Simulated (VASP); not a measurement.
# FeGe23 (a cell with a defect) in VASP: further runs, part 2 of 3

VASP 6.6.1. The steps go on from the part before.

## 3. Relaxation of the atoms, PBEsol+U, collinear spin, ferromagnetic start (atoms moved at random)

Input file INCAR:

```
SYSTEM = FeGe23
ALGO     = Normal         ! electronic algorithm
EDIFF    = 1E-5           ! SCF threshold, eV
EDIFFG   = -0.03          ! ionic threshold
ENCUT    = 350            ! plane-wave cutoff, eV
GGA      = PS             ! functional
IBRION   = 2              ! ionic algorithm
ISIF     = 2              ! what is computed and relaxed
ISMEAR   = 0              ! smearing method
ISPIN    = 2              ! spin polarisation
ISYM     = 0            
KPAR     = 2            
LASPH    = .True.         ! aspherical terms in the spheres
LCHARG   = .False.        ! write CHGCAR
LDAU     = .True.         ! DFT+U
LDAUJ    = 0 0          
LDAUL    = 2 -1           ! shell
LDAUPRINT= 1            
LDAUTYPE = 2            
LDAUU    = 4 0            ! U, eV
LMAXMIX  = 4              ! l up to which the mixer works
LORBIT   = 11             ! projections on sites
LREAL    = Auto         
LWAVE    = .False.        ! write WAVECAR
MAGMOM   = 4 0 0 0 0 0 0 0 0 0 0 0 0 0 0 0 0 0 0 0 0 0 0 0 ! initial moments
NELM     = 120            ! most SCF steps
NSW      = 60             ! ionic steps
NUPDOWN  = 4              ! fixed moment
PREC     = Accurate       ! precision mode
SIGMA    = 0.03           ! smearing width, eV
```

Input file KPOINTS:

```
k-points
0
Gamma
  2 2 2
  0 0 0
```

Input file POSCAR:

```
FeGe23
1.0
    0.0000000000      8.4863100000      8.4863100000
    5.6575400000      0.0000000000      5.6575400000
    5.6575400000      5.6575400000      0.0000000000
Fe Ge
1 23
Direct
    0.0066880000     -0.0027350000     -0.0054800000
   -0.0050390000      0.0014860000      0.5068730000
    0.0015640000      0.5001580000     -0.0020640000
   -0.0013840000      0.4952010000      0.4973690000
    0.3301480000      0.0085470000     -0.0020480000
    0.3313050000      0.0021470000      0.5031650000
    0.3345070000      0.5035520000      0.0005050000
    0.3314300000      0.5034920000      0.4979630000
    0.6688260000     -0.0007170000     -0.0026660000
    0.6617240000      0.0027740000      0.5003710000
    0.6633020000      0.5021050000      0.0072440000
    0.6667290000      0.5080640000      0.5006510000
    0.0876660000      0.1179340000      0.1267010000
    0.0838060000      0.1249010000      0.6234090000
    0.0795930000      0.6263700000      0.1248630000
    0.0842960000      0.6188960000      0.6298820000
    0.4148630000      0.1253630000      0.1212790000
    0.4212690000      0.1261450000      0.6178130000
    0.4179040000      0.6249300000      0.1261400000
    0.4155720000      0.6310160000      0.6281070000
    0.7531510000      0.1283650000      0.1229600000
    0.7551090000      0.1233560000      0.6253110000
    0.7483790000      0.6220300000      0.1226150000
    0.7461380000      0.6341430000      0.6247580000
```

Potentials or basis: VASP PAW PBE potentials, release 64 (Fe, Ge_d).

Launch:

```bash
$ cat potpaw_PBE.64/Fe/POTCAR potpaw_PBE.64/Ge_d/POTCAR > POTCAR
$ mpirun -np 4 vasp_std > vasp.out
```

OUTCAR:

```text
SYSTEM = FeGe23
   EDIFF = 1E-5
   EDIFFG = -0.03
   ENCUT = 350
   GGA = PS
   IBRION = 2
   ISIF = 2
   ISMEAR = 0
   ISPIN = 2
   ISYM = 0
   LASPH = .True.
   LORBIT = 11
   LREAL = Auto
   NELM = 120
   NSW = 60
   NUPDOWN = 4
   PREC = Accurate

 ion  position               nearest neighbor table
   1  0.007  0.997  0.995-  15 2.42  14 2.43  13 2.45  21 2.48
   2  0.995  0.001  0.507-  22 2.35  14 2.44  13 2.49  16 2.50
   3  0.002  0.500  0.998-  16 2.40  15 2.42  23 2.48  13 2.50
   4  0.999  0.495  0.497-  14 2.42  15 2.43  24 2.48  16 2.51
   5  0.330  0.009  0.998-  13 2.38  17 2.40  18 2.48  19 2.51
   6  0.331  0.002  0.503-  20 2.42  14 2.43  18 2.44  17 2.50
[... 16 lines left out ...]
  23  0.748  0.622  0.123-  11 2.37   9 2.47  12 2.47   3 2.48
  24  0.746  0.634  0.625-  10 2.41  12 2.41   4 2.48  11 2.50

IMPORTANT INFORMATION: All symmetrisations will be switched off!
NOSYMM: (Re-)initialisation of all symmetry stuff for point group C_1.

----------------------------------------------------------------------------------------

                                     Primitive cell

  volume of cell :     543.2555

  direct lattice vectors                    reciprocal lattice vectors
     0.000000000  8.486310000  8.486310000    -0.058918423  0.058918423  0.058918423
     5.657540000  0.000000000  5.657540000     0.088377634 -0.088377634  0.088377634
     5.657540000  5.657540000  0.000000000     0.088377634  0.088377634 -0.088377634

  length of vectors
    12.001454697  8.000969798  8.000969798     0.102049702  0.153074553  0.153074553

  position of ions in fractional coordinates (direct lattice)
     0.006688000  0.997265000  0.994520000
     0.994961000  0.001486000  0.506873000
     0.001564000  0.500158000  0.997936000
     0.998616000  0.495201000  0.497369000
     0.330148000  0.008547000  0.997952000
     0.331305000  0.002147000  0.503165000
[... 16 lines left out ...]
     0.748379000  0.622030000  0.122615000
     0.746138000  0.634143000  0.624758000

  ion indices of the primitive-cell ions
   primitive index   ion index
                 1           1
                 2           2
                 3           3
                 4           4
                 5           5
                 6           6
[... 16 lines left out ...]
                23          23
                24          24

----------------------------------------------------------------------------------------

 KPOINTS: k-points

Automatic generation of k-mesh.
 Grid dimensions read from file:
 generate k-points for:    2    2    2

 Generating k-lattice:

  Cartesian coordinates                     Fractional coordinates (reciprocal lattice)
    -0.029459211  0.029459211  0.029459211     0.500000000  0.000000000  0.000000000
     0.044188817 -0.044188817  0.044188817     0.000000000  0.500000000  0.000000000
     0.044188817  0.044188817 -0.044188817     0.000000000  0.000000000  0.500000000

[... 264 lines left out ...]

[... ionic steps 4 to 21 ...]

--------------------------------------- Ionic step       22  -------------------------------------------

 number of electron     330.0000027 magnetization       4.0000001

------------------------ aborting loop because EDIFF is reached ----------------------------------------
[... 105 lines left out ...]
  FREE ENERGIE OF THE ION-ELECTRON SYSTEM (eV)
  ---------------------------------------------------
  free  energy   TOTEN  =      -116.5146199720 eV

  energy  without entropy=     -116.5130364385  energy(sigma->0) =     -116.51382821

atom =   1  type =  1  l = 2

 onsite density matrix

spin component  1

  0.9312 -0.0069  0.0004  0.0000 -0.0003
 -0.0069  0.9268  0.0004 -0.0067 -0.0006
  0.0004  0.0004  0.9390  0.0002 -0.0007
  0.0000 -0.0067  0.0002  0.9313 -0.0005
 -0.0003 -0.0006 -0.0007 -0.0005  0.9397

spin component  2

  0.3883  0.1157  0.0092  0.1248  0.0074
  0.1157  0.6213 -0.0435  0.1142  0.0608
  0.0092 -0.0435  0.0263 -0.0131 -0.0054
  0.1248  0.1142 -0.0131  0.3795 -0.0047
[... 8 lines left out ...]
  o =  0.7427  v =  0.0000  0.0000  0.0000  0.0000  0.0000 -0.4073 -0.8173  0.0522 -0.3979 -0.0718      0.0000  0.0000  0.0000  0.0000  0.0000  0.0000  0.0000  0.0000  0.0000  0.0000
  o =  0.9191  v =  0.4445  0.7826 -0.0261  0.4333  0.0401  0.0000  0.0000  0.0000  0.0000  0.0000      0.0000  0.0000  0.0000  0.0000  0.0000  0.0000  0.0000  0.0000  0.0000  0.0000
  o =  0.9312  v = -0.6997  0.0021  0.0215  0.7140  0.0137  0.0000  0.0000  0.0000  0.0000  0.0000      0.0000  0.0000  0.0000  0.0000  0.0000  0.0000  0.0000  0.0000  0.0000  0.0000
  o =  0.9386  v = -0.0402  0.0665  0.8513 -0.0752  0.5133  0.0000  0.0000  0.0000  0.0000  0.0000      0.0000  0.0000  0.0000  0.0000  0.0000  0.0000  0.0000  0.0000  0.0000  0.0000
  o =  0.9389  v = -0.5532  0.6187 -0.0417 -0.5401 -0.1334  0.0000  0.0000  0.0000  0.0000  0.0000      0.0000  0.0000  0.0000  0.0000  0.0000  0.0000  0.0000  0.0000  0.0000  0.0000
  o =  0.9402  v = -0.0725  0.0201 -0.5219 -0.0716  0.8467  0.0000  0.0000  0.0000  0.0000  0.0000      0.0000  0.0000  0.0000  0.0000  0.0000  0.0000  0.0000  0.0000  0.0000  0.0000

--------------------------------------- Ionic step       24  -------------------------------------------

 number of electron     330.0000024 magnetization       4.0000001

 Free energy of the ion-electron system (eV)
  ---------------------------------------------------
  ext. energy  EPLUGINS =         0.00000000
  ---------------------------------------------------
  free energy    TOTEN  =      -116.51496113 eV

  energy without entropy =     -116.51330370  energy(sigma->0) =     -116.51413241

 E-fermi :   4.3128     XC(G=0): -10.1021

 val. band max:        4.6512531241   @ k =   0.5000   0.0000   0.5000
 cond. band min:       4.3300997134   @ k =   0.0000   0.0000   0.0000
 fundamental gap:     -0.3211534107
 Fermi energy:         4.7137204852

 spin component 1

 k-point     1 :       0.0000    0.0000    0.0000
  band No.  band energies     occupation
      1     -20.1014      1.00000
      2     -20.0943      1.00000
      3     -20.0913      1.00000
      4     -20.0871      1.00000
      5     -20.0851      1.00000
      6     -20.0843      1.00000
[... 1429 lines left out ...]
    176       6.8829      0.00000
    177       6.8907      0.00000
 Fermi energy:         4.3128103140

 spin component 2

 k-point     1 :       0.0000    0.0000    0.0000
  band No.  band energies     occupation
      1     -20.0995      1.00000
      2     -20.0925      1.00000
      3     -20.0890      1.00000
      4     -20.0837      1.00000
      5     -20.0820      1.00000
      6     -20.0804      1.00000
[... 1429 lines left out ...]
    176       7.0653      0.00000
    177       7.2676      0.00000
 [bands above 177 left out]

------------------------ aborting loop because EDIFF is reached ----------------------------------------

  FORCE on cell =-STRESS in cart. coord.  units (eV):
  Direction    XX          YY          ZZ          XY          YZ          ZX
  --------------------------------------------------------------------------------------
  -------------------------------------------------------------------------------------
  Total        1.3294860      1.2802492      1.2538288      0.0607264     -1.3708194      0.0690112
  in kB        3.9209399      3.7757301      3.6978106      0.1790951     -4.0428410      0.2035290
  external PRESSURE =       3.7981602 kB  Pullay stress =       0.0000000 kB
[... 39 lines left out ...]
  FREE ENERGIE OF THE ION-ELECTRON SYSTEM (eV)
  ---------------------------------------------------
  free  energy   TOTEN  =      -116.5149611267 eV

  energy  without entropy=     -116.5133037028  energy(sigma->0) =     -116.51413241

 reached required accuracy - stopping structural energy minimisation

 total charge

# of ion       s       p       d       tot
------------------------------------------
    1        0.471   0.411   6.093   6.975
    2        1.128   1.247  10.022  12.397
    3        1.128   1.247  10.022  12.396
    4        1.124   1.253  10.022  12.398
    5        1.124   1.266  10.021  12.411
    6        1.120   1.265  10.021  12.406
[... 16 lines left out ...]
   23        1.118   1.268  10.021  12.406
   24        1.117   1.263  10.020  12.400
--------------------------------------------------
tot         26.342  29.409 236.563 292.314

 magnetization (x)

# of ion       s       p       d       tot
------------------------------------------
    1        0.033   0.085   3.220   3.339
    2        0.001   0.012   0.000   0.014
    3        0.001   0.012   0.000   0.014
    4        0.002  -0.002  -0.000  -0.000
    5        0.005   0.023   0.002   0.029
    6        0.003   0.016   0.001   0.020
[... 16 lines left out ...]
   23        0.000   0.010   0.000   0.011
   24        0.000   0.010   0.000   0.011
--------------------------------------------------
tot          0.068   0.259   3.259   3.586
```

Run time: 61 min. Hardware: 4 MPI ranks of Intel Xeon 6975P-C (Granite Rapids), shared host; peak memory 0.62 GiB.

What came out:

```yaml
Free_energy: -116.5150 eV
Energy_gained_by_relaxing: 14.7 meV/atom
Ionic_steps: 24
Largest_force_after_relaxing: 0.019 eV/Å
Net_moment: 4.00 μB per cell
Site_moments: Fe +3.34; Ge +0.01, -0.00, +0.03, +0.02, -0.02, +0.00 (each value once) μB
Valence_electrons_inside_the_program's_atomic_spheres: Fe 6.97; Ge 12.40, 12.41, 12.43 (each value once)
```

Forces on the atoms (eV/Å):
```
Fe   0.005  0.001  0.007
Ge  -0.001  0.002  0.001
Ge  -0.004 -0.003  0.011
Ge   0.008  0.002  0.001
Ge   0.000 -0.002 -0.005
Ge   0.001  0.003 -0.002
Ge  -0.003  0.004  0.001
Ge  -0.007  0.004 -0.001
Ge   0.016 -0.006 -0.008
Ge   0.005  0.005  0.001
Ge   0.007 -0.001 -0.002
Ge  -0.005 -0.003  0.000
Ge  -0.001  0.000  0.005
Ge  -0.003 -0.004  0.007
Ge   0.001  0.007  0.001
Ge  -0.005  0.001  0.013
Ge  -0.004 -0.005 -0.011
Ge  -0.003  0.002 -0.004
Ge   0.000 -0.002 -0.002
Ge  -0.008 -0.002 -0.004
Ge   0.003 -0.002 -0.004
Ge   0.003  0.003 -0.007
Ge  -0.003 -0.001  0.009
Ge   0.001 -0.002 -0.007
```

The path:
| step | energy change (eV) | largest force (eV/Å) | pressure (GPa) |
| --- | --- | --- | --- |
| 1 | 0.0000 | 1.2166 | 0.64 |
| 2 | -0.3236 | 0.2227 | 0.41 |
| 3 | -0.3272 | 0.1994 | 0.40 |
| 4 | -0.3408 | 0.0876 | 0.39 |
| 5 | -0.3429 | 0.0802 | 0.39 |
| 6 | -0.3429 | 0.0826 | 0.39 |
| 7 | -0.3457 | 0.0445 | 0.38 |
| 8 | -0.3461 | 0.0451 | 0.39 |
| 9 | -0.3464 | 0.0585 | 0.38 |
| 10 | -0.3464 | 0.0481 | 0.39 |
| 11 | -0.3465 | 0.0527 | 0.38 |
| 12 | -0.3479 | 0.0435 | 0.39 |
| 13 | -0.3484 | 0.0445 | 0.38 |
| 14 | -0.3490 | 0.0432 | 0.39 |
| 15 | -0.3493 | 0.0979 | 0.39 |
| 16 | -0.3493 | 0.0542 | 0.37 |
| 17 | -0.3494 | 0.0731 | 0.39 |
| 18 | -0.3504 | 0.0548 | 0.38 |
| 19 | -0.3508 | 0.0486 | 0.38 |
| 20 | -0.3513 | 0.0380 | 0.39 |
| 21 | -0.3518 | 0.0419 | 0.38 |
| 22 | -0.3517 | 0.0310 | 0.38 |
| 23 | -0.3518 | 0.0342 | 0.38 |
| 24 | -0.3521 | 0.0188 | 0.38 |

Final structure:
```
Fe Ge
1.0
     0.00000    8.48631    8.48631
     5.65754    0.00000    5.65754
     5.65754    5.65754    0.00000
Fe Ge
1 23
Cartesian
  11.2999 5.6562 5.6551
  2.8339 2.8333 0.0013
  2.8336 8.4895 11.3088
  5.6424 2.8240 2.8259
  0.0225 2.8109 2.8259
  2.8254 5.6322 2.8451
  2.8276 2.8290 5.6442
  5.6770 5.6450 5.6593
  5.6673 11.3377 5.6901
  2.8438 8.4582 5.6634
  2.8436 5.6486 8.4700
  5.6674 8.4895 8.4972
  1.4130 1.4047 1.3978
  4.2561 4.2713 1.4120
  4.2538 1.4077 4.2676
  7.0796 4.2350 4.2288
  1.3842 4.2562 4.2716
  4.2575 7.0606 4.2420
  4.2579 4.2254 7.0747
  7.0817 7.0726 7.0855
  1.4132 7.1059 7.1198
  4.2461 9.9017 7.0774
  4.2488 7.0656 9.9067
  7.0908 9.9039 9.9170
```

Eigenvalues of the final occupation matrices:
| site | spin | trace | eigenvalues |
| --- | --- | --- | --- |
| site 1 d | 1 | 4.67 | 0.92 0.93 0.94 0.94 0.94 |
| site 1 d | 2 | 1.45 | 0.02 0.02 0.26 0.40 0.74 |

Caveat: the k points lie up to 0.48 Å⁻¹ apart; the cell differs from its parent crystal (atoms moved at random); the cutoff is under 1.25 times the usual one of these potentials, so pressure, stress and relaxed cells hold a basis-set (Pulay) error; the PAW data sets were made with another functional, which shifts forces and pressure a little; the total moment is fixed, so each spin has its own Fermi level; the U is typed as a test and isn't derived for this compound.

(Part 2 of 3 ends here.)
